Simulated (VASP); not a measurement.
BN: single point with PBE

BN:

```
CELL_PARAMETERS angstrom
0.00000 1.81300 1.81300
1.81300 0.00000 1.81300
1.81300 1.81300 0.00000
ATOMIC_POSITIONS crystal
B 0.00000 0.00000 0.05850
N 0.75000 0.75000 0.75000
```

This cell differs from its parent crystal: all B atoms moved +0.150 Å, as atom 1 along Cartesian [1 1 0].

```json
{"Program": "VASP 6.6.1", "Task": "single point", "Functional": "PBE", "Potentials or basis": "VASP PAW PBE potentials, release 64 (B, N)", "Cutoff": "520 eV", "k mesh": "12 × 12 × 12", "Occupations": "gaussian, width 0.05 eV", "Spin": "no spin polarisation"}
```

```
Pressure               : 6.3 GPa
Largest force          : 3.685 eV/Å
Band gap on the k mesh : 3.09 eV, indirect (least direct gap 7.05 eV)
```

Forces on the atoms (eV/Å):
```
B   -2.495 -2.495  1.060
N    2.495  2.495 -1.060
```

Stress tensor (GPa, compression positive):
```
 5.72  6.92 -2.45
 6.92  5.72 -2.45
-2.45 -2.45  7.42
```

Levels at points of the mesh, in eV from the valence-band top:
```csv
k point,band 1,band 2,band 3,band 4,band 5,band 6,band 7,band 8
"(0.00, 0.00, 0.00)",-21.20,-2.52,-0.96,0.00,7.05,7.51,8.67,9.57
"(0.50, 0.00, 0.00)",-17.06,-11.67,-4.04,-1.82,7.28,8.93,12.08,14.01
"(0.00, 0.00, 0.50)",-17.12,-11.98,-3.33,-2.20,8.27,9.63,11.22,14.60
"(0.50, 0.50, 0.50)",-17.03,-11.35,-3.95,-2.49,8.01,8.69,10.77,13.30
"(0.50, 0.50, 0.00)",-15.77,-10.02,-5.91,-5.62,3.09,7.59,16.73,17.81
"(0.00, 0.50, 0.50)",-15.72,-9.97,-6.33,-5.46,3.27,7.84,16.28,17.96
```

It took 37 s on 1 thread of Intel(R) Xeon(R) Platinum 8375C CPU @ 2.90GHz (Ice Lake), with other jobs on the host, peak memory 0.17 GiB.

Caveat: the cell differs from its parent crystal (all B atoms moved +0.150 Å, as atom 1 along Cartesian [1 1 0]); forces of over 1 eV/Å act on the atoms, so gaps and moduli don't describe the material at rest. A k mesh can miss the band edges.
